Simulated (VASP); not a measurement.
# WSe2 in VASP: single point with r2SCAN

Aim: the single point of WSe2 with r2SCAN.

All numbers are computed with VASP 6.6.1; they aren't measurements. Logs are shortened: lines on timing, memory, paths and dates and some standing lists are left out, and cuts for length are marked.

### Step 1. The cell of the first run

The cell holds a slab with vacuum, 9 atoms: a = 3.314 Å, b = 3.314 Å, c = 29.800 Å, α = 90.00°, β = 90.00°, γ = 120.00°.

### Step 2. Single point, r2SCAN (atoms displaced along a vibrational mode)

Contents of POSCAR:

```
WSe2
1.0
    3.3144241466      0.0000000000      0.0000000000
   -1.6572120733      2.8703755099      0.0000000000
    0.0000000000      0.0000000000     29.8000909728
W Se
3 6
Direct
    0.6666666667      0.3333333333      0.0016778472
    0.3333333333      0.6666666667      0.7691005974
    0.3333333333      0.6666666667      0.2292215386
    0.3333333333      0.6666666667      0.0574433170
    0.6666666667      0.3333333333      0.8248920548
    0.6666666667      0.3333333333      0.2849551137
    0.3333333333      0.6666666667      0.9458962652
    0.6666666667      0.3333333333      0.7133576069
    0.6666666667      0.3333333333      0.1734556814
```

Contents of INCAR.step1:

```
PREC = Accurate
ENCUT = 520
ISMEAR = 0
SIGMA = 0.05
LREAL = F
LASPH = T
NELM = 60
NBANDS = 49
GGA = PE
ALGO = Normal
EDIFF = 1E-4
LWAVE = T
LCHARG = F
```

Contents of INCAR.step2:

```
PREC = Accurate
ENCUT = 520
EDIFF = 1E-6
ISMEAR = 0
SIGMA = 0.05
LREAL = F
LASPH = T
NELM = 60
ALGO = Normal
ISIF = 2
LWAVE = F
LCHARG = T
METAGGA = R2SCAN
LMIXTAU = T
LELF = T
LVHAR = T
NBANDS = 49
ISTART = 1
```

Contents of KPOINTS:

```
Automatic mesh
0
Gamma
  12 12 1
```

Potentials or basis: VASP PAW PBE potentials, release 64 (W_sv, Se).

Run with:

```bash
$ cat potpaw_PBE.64/W_sv/POTCAR potpaw_PBE.64/Se/POTCAR > POTCAR
$ cp INCAR.step1 INCAR
$ mpirun -np 1 vasp_std > vasp.out
$ cp INCAR.step2 INCAR
$ mpirun -np 1 vasp_std > vasp.out
```

OUTCAR:

```text
PREC = Accurate
   ENCUT = 520
   EDIFF = 1E-6
   ISMEAR = 0
   LREAL = F
   LASPH = T
   NELM = 60
   ISIF = 2
   METAGGA = R2SCAN
   ISTART = 1

 ion  position               nearest neighbor table
   1  0.667  0.333  0.002-   4 2.53   4 2.53   4 2.53   7 2.53   7 2.53   7 2.53
   2  0.333  0.667  0.769-   8 2.53   8 2.53   8 2.53   5 2.53   5 2.53   5 2.53
   3  0.333  0.667  0.229-   6 2.53   6 2.53   6 2.53   9 2.53   9 2.53   9 2.53
   4  0.333  0.667  0.057-   1 2.53   1 2.53   1 2.53
   5  0.667  0.333  0.825-   2 2.53   2 2.53   2 2.53
   6  0.667  0.333  0.285-   3 2.53   3 2.53   3 2.53
   7  0.333  0.667  0.946-   1 2.53   1 2.53   1 2.53
   8  0.667  0.333  0.713-   2 2.53   2 2.53   2 2.53
   9  0.667  0.333  0.173-   3 2.53   3 2.53   3 2.53

  LATTYP: Found a hexagonal cell.
 ALAT       =     3.3144241466
 C/A-ratio  =     8.9910312183

  Lattice vectors:

 A1 = (   3.3144241466,   0.0000000000,   0.0000000000)
 A2 = (  -1.6572120733,   2.8703755099,   0.0000000000)
 A3 = (   0.0000000000,   0.0000000000,  29.8000909728)

Analysis of symmetry for initial positions (statically):
=====================================================================
 Subroutine PRICEL returns:
 Original cell was already a primitive cell.

 Routine SETGRP: Setting up the symmetry group for a
 hexagonal supercell.

 Subroutine GETGRP returns: Found  6 space group operations
 (whereof  6 operations were pure point group operations)
 out of a pool of 24 trial point group operations.

The static configuration has the point symmetry C_3v.

Analysis of symmetry for dynamics (positions and initial velocities):
=====================================================================
 Subroutine PRICEL returns:
 Original cell was already a primitive cell.

 Routine SETGRP: Setting up the symmetry group for a
 hexagonal supercell.

 Subroutine GETGRP returns: Found  6 space group operations
 (whereof  6 operations were pure point group operations)
 out of a pool of 24 trial point group operations.

The dynamic configuration has the point symmetry C_3v.

 Subroutine INISYM returns: Found  6 space group operations
 (whereof  6 operations are pure point group operations),
 and found     1 'primitive' translations

----------------------------------------------------------------------------------------

                                     Primitive cell

  volume of cell :     283.5074

[... 102 lines left out ...]
   ISIF   =      2    stress and relaxation
   ISYM   =      2    0-nonsym 1-usesym 2-fastsym
   POTIM  = 0.5000    time-step for ionic-motion
   TEBEG  =    0.0;   TEEND  =   0.0 temperature during run
   PSTRESS=    0.0 pullay stress
   NELECT =      78.0000    total number of electrons
   NUPDOWN=      -1.0000    fix difference up-down
   EMIN   =  10.00;   EMAX   =-10.00  energy-range for DOS
   EFERMI =   0.00;   METHOD = LEGACY
   ISMEAR =     0;   SIGMA  =   0.05  broadening in eV -4-tet -1-fermi 0-gaus
   EFERMI_NEDOS =   21; number of points for ismear=-14 and -15
   IALGO  =     38    algorithm
   IMIX   =      4    mixing-type and parameters
     AMIX     =   0.40;   BMIX     =  1.00
     AMIX_MAG =   1.60;   BMIX_MAG =  1.00
  volume/ion in A,a.u.               =      31.50       212.58
  Fermi-wavevector in a.u.,A,eV,Ry     =   1.064760  2.012104 15.425102  1.133713
  Thomas-Fermi vector in A             =   2.200289
   LORBIT       =      0    0 simple, 1 ext, 2 COOP (PROOUT), +10 PAW based schemes
   METAGGA = R2SCAN    functional components
   LHFCALC =     F    Hartree Fock is set to
   AEXX    =    0.0000 exact exchange contribution
   IVDW    =     0    specifies the selected vdW correction
   LEPSILON=     F    determine dielectric tensor
   LRPA    =     F    only Hartree local field effects (RPA)
 non-spin polarized calculation
 Gauss-broadening in eV      SIGMA  =   0.05
  energy-cutoff  :      520.00
  volume of cell :      283.51
 maximum number of plane-waves:      7692
 NGX is ok and might be reduce to    28
   NGX = 13   NGY = 13   NGZ =111

 number of electron      78.0000006 magnetization

 Free energy of the ion-electron system (eV)
  ---------------------------------------------------
  ext. energy  EPLUGINS =         0.00000000
  ---------------------------------------------------
  free energy    TOTEN  =      -245.34363047 eV

  energy without entropy =     -245.34363047  energy(sigma->0) =     -245.34363047

 E-fermi :   2.3801     XC(G=0):  -7.7150

 val. band max:        1.9388227868   @ k =   0.0000   0.0000   0.0000
 cond. band min:       3.4412030448   @ k =   0.3333   0.3333   0.0000
 fundamental gap:      1.5023802580
 Fermi energy:         2.3800958546

 k-point     1 :       0.0000    0.0000    0.0000
  band No.  band energies     occupation
      1     -74.2059      2.00000
      2     -74.2048      2.00000
      3     -74.2047      2.00000
      4     -37.7844      2.00000
      5     -37.7832      2.00000
      6     -37.7827      2.00000
[... 977 lines left out ...]
     48       5.5003      0.00000
     49       6.9126      0.00000

------------------------ aborting loop because EDIFF is reached ----------------------------------------

  FORCE on cell =-STRESS in cart. coord.  units (eV):
  Direction    XX          YY          ZZ          XY          YZ          ZX
  --------------------------------------------------------------------------------------
  -------------------------------------------------------------------------------------
  Total        0.3809014      0.3809014      0.3931098      0.0000000     -0.0000000     -0.0000000
  in kB        2.1525776      2.1525776      2.2215702      0.0000000     -0.0000000     -0.0000000
  external PRESSURE =       2.1755751 kB  Pullay stress =       0.0000000 kB

 VOLUME and BASIS-vectors are now :
 -----------------------------------------------------------------------------
  energy-cutoff  :      520.00
  volume of cell :      283.51
      direct lattice vectors                 reciprocal lattice vectors
     3.314424147  0.000000000  0.000000000     0.301711536  0.174193236  0.000000000
    -1.657212073  2.870375510  0.000000000     0.000000000  0.348386473  0.000000000
     0.000000000  0.000000000 29.800090973     0.000000000  0.000000000  0.033556945

 POSITION                                       TOTAL-FORCE (eV/Angst)
 -----------------------------------------------------------------------------------
      1.65721      0.95679      0.05000        -0.000000      0.000000     -0.014457
     -0.00000      1.91358     22.91927         0.000000      0.000000      0.006161
     -0.00000      1.91358      6.83082        -0.000000     -0.000000      0.007677
     -0.00000      1.91358      1.71182         0.000000     -0.000000      0.032848
      1.65721      0.95679     24.58186         0.000000      0.000000      0.041781
      1.65721      0.95679      8.49169         0.000000     -0.000000      0.044521
     -0.00000      1.91358     28.18779         0.000000     -0.000000     -0.045357
      1.65721      0.95679     21.25812         0.000000     -0.000000     -0.037537
      1.65721      0.95679      5.16900        -0.000000      0.000000     -0.035636
 -----------------------------------------------------------------------------------
    total drift:                                0.000000     -0.000001      0.000701

  FREE ENERGIE OF THE ION-ELECTRON SYSTEM (eV)
  ---------------------------------------------------
  free  energy   TOTEN  =      -245.3436304669 eV

  energy  without entropy=     -245.3436304669  energy(sigma->0) =     -245.34363047
```

OUTCAR.step1:

```text
PREC = Accurate
   ENCUT = 520
   ISMEAR = 0
   LREAL = F
[... 1230 lines left out ...]
      1.65721      0.95679      8.49169         0.000000     -0.000000      0.384959
     -0.00000      1.91358     28.18779         0.000000      0.000000     -0.342021
      1.65721      0.95679     21.25812         0.000000     -0.000000     -0.378634
      1.65721      0.95679      5.16900        -0.000000      0.000000     -0.334581
 -----------------------------------------------------------------------------------
    total drift:                               -0.000000     -0.000000      0.000825

  FREE ENERGIE OF THE ION-ELECTRON SYSTEM (eV)
  ---------------------------------------------------
  free  energy   TOTEN  =       -64.8324122886 eV

  energy  without entropy=      -64.8324122886  energy(sigma->0) =      -64.83241229
```

Run time: 24 min. Hardware: 1 thread of Intel Xeon Platinum 8259CL at 2.50GHz (Skylake/Cascade Lake), shared host; peak memory 0.58 GiB.

Results:

```
Free energy            : -245.3436 eV
Largest force          : 0.045 eV/Å
Band gap on the k mesh : 1.50 eV (least direct gap 1.60 eV)
```

Forces on the atoms (eV/Å):
```
W    0.000  0.000 -0.014
W    0.000  0.000  0.006
W    0.000  0.000  0.008
Se   0.000  0.000  0.033
Se   0.000  0.000  0.042
Se   0.000  0.000  0.045
Se   0.000  0.000 -0.045
Se   0.000  0.000 -0.038
Se   0.000  0.000 -0.036
```

Caveat: the cell differs from its parent crystal (atoms displaced along a vibrational mode); the PAW data sets were made with another functional, which shifts forces and pressure a little; spin-orbit coupling is left out, which moves the levels of the heavy elements.
